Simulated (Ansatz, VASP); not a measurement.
**Al32H in VASP and in Ansatz**

```
CELL_PARAMETERS angstrom
8.10000 0.00000 0.00000
0.00000 8.10000 0.00000
0.00000 0.00000 8.10000
ATOMIC_POSITIONS crystal
Al 0.50415 0.99585 0.00300
Al 0.75043 0.25216 0.00167
Al 0.74865 0.99845 0.24834
Al 0.00237 0.00020 0.00167
Al 0.25803 0.24197 0.01214
Al 0.49980 0.49763 0.00167
Al 0.74603 0.75397 0.00298
Al 0.24903 0.99525 0.25169
Al 0.50475 0.25097 0.25169
Al 0.74544 0.49882 0.25171
Al 0.50155 0.99845 0.50165
Al 0.74543 0.25098 0.49830
Al 0.74604 0.99584 0.74701
Al 0.99216 0.50784 0.01214
Al 0.24784 0.74957 0.00167
Al 0.00215 0.25195 0.24824
Al 0.24805 0.49785 0.24824
Al 0.50155 0.75135 0.24834
Al 0.00117 0.99525 0.49830
Al 0.24806 0.25194 0.50176
Al 0.50475 0.49883 0.49830
Al 0.74866 0.75134 0.50166
Al 0.24784 0.00021 0.74833
Al 0.49979 0.25216 0.74833
Al 0.75042 0.49763 0.74834
Al 0.00118 0.75456 0.25171
Al 0.00216 0.49784 0.50175
Al 0.24902 0.75457 0.49830
Al 0.99215 0.24197 0.73786
Al 0.25803 0.50785 0.73786
Al 0.50416 0.75396 0.74701
Al 0.00237 0.74958 0.74834
H 0.12520 0.37480 0.87500
```

Alike in both runs: functional PBE; k mesh 2 × 2 × 2; occupations gaussian, width 0.05 eV; no spin polarisation.

Ansatz relaxed the structure, and its values are those at the end. VASP's run is a single point on that final structure, the one shown.

|  | VASP | Ansatz |
| --- | --- | --- |
| version | VASP 6.6.1 | Ansatz 0.2.0 |
| potentials or method | VASP PAW PBE potentials, release 64 (Al, H), cutoff 520 eV | scalar-relativistic, plane waves, PAW |
| valence electrons in the cell | 97 | 97 |

|  | VASP | Ansatz | Ansatz less VASP |
| --- | --- | --- | --- |
| rms of the force components (eV/Å) | 0.009 | 0.010 | +0.0006 |

Ansatz's warnings: structure snapped to symmetry.

The k mesh is coarse, so the values compare programs but aren't converged.
